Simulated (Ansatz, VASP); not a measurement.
**One calculation of MnAs, two programs**

```xyz
4
Lattice="3.7100 0.0000 0.0000 -1.8550 3.2130 0.0000 0.0000 0.0000 5.4634" Properties=species:S:1:pos:R:3 pbc="T T T"
As    1.8550    1.0710    4.0975
As    0.0000    2.1420    1.3658
Mn    0.0000    0.0000    2.7317
Mn    0.0000    0.0000    0.0000
```

Alike in both runs: task single point; functional PBE; k mesh 7 × 7 × 4; occupations fermi-dirac, width 0.05 eV; collinear spin.

|  | VASP | Ansatz |
| --- | --- | --- |
| version | VASP 6.6.1 | Ansatz 0.2.0 |
| potentials or method | VASP PAW PBE potentials, release 64 (As, Mn_pv) | Ansatz PAW |
| plane-wave cutoff (eV) | 520 | 420 |
| valence electrons in the cell | 36 | 60 |

```tsv
	VASP	Ansatz	Ansatz less VASP
gap on the k mesh at the Fermi level (eV)	none	none	-
pressure (GPa)	-0.8	-0.9	-0.11
traceless stress, the component that is largest in VASP (GPa)	0.95	0.91	-0.037
net moment per atom (μB)	1.49	1.49	+0.004
size of the moment on the site where the two differ most (μB)	3.03	2.98	-0.052
```

Site moments also hang on the region over which each program counts them. A gap of «none» marks a metal or a gap that the smearing closes. VASP's potentials hold 36 valence electrons a cell and Ansatz's 60, so a difference there can come from the potentials and not from the codes.
